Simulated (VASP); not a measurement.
Input of a VASP 6.6.1 run:

The input INCAR:

```
SYSTEM = P
PREC = Accurate
ENCUT = 520
EDIFF = 1E-7
ISMEAR = 0
SIGMA = 0.1
LREAL = .False.
LASPH = .True.
NELM = 100
ALGO = Normal
ISIF = 2
LWAVE = .False.
LCHARG = .True.
GGA = PE
LELF = .True.
LVHAR = .True.
NBANDS = 8
```

File KPOINTS:

```
Automatic mesh
0
Gamma
  22 22 24
  0 0 0
```

POSCAR

```
P
1.0
    2.3682075390      0.0000000000      0.0000000000
    0.0000000000      2.3682075390      0.0000000000
    0.0000000000      0.0000000000      2.3708555126
P
1
Direct
    0.0000000000      0.0000000000      0.5000000000
```

Potentials or basis: VASP PAW PBE potentials, release 64 (P).

The run is started by

```bash
$ cat potpaw_PBE.64/P/POTCAR > POTCAR
$ mpirun -np 1 vasp_std > vasp.out
```

Predict the band gap on the k mesh.

zero (an odd number of electrons rules out a gap without spin polarisation).

Estimate the pressure.

12.9 GPa.

Caveat: the cell stands under pressure; an odd number of electrons without spin polarisation forces a metal; a magnetic or distorted state may lie lower.
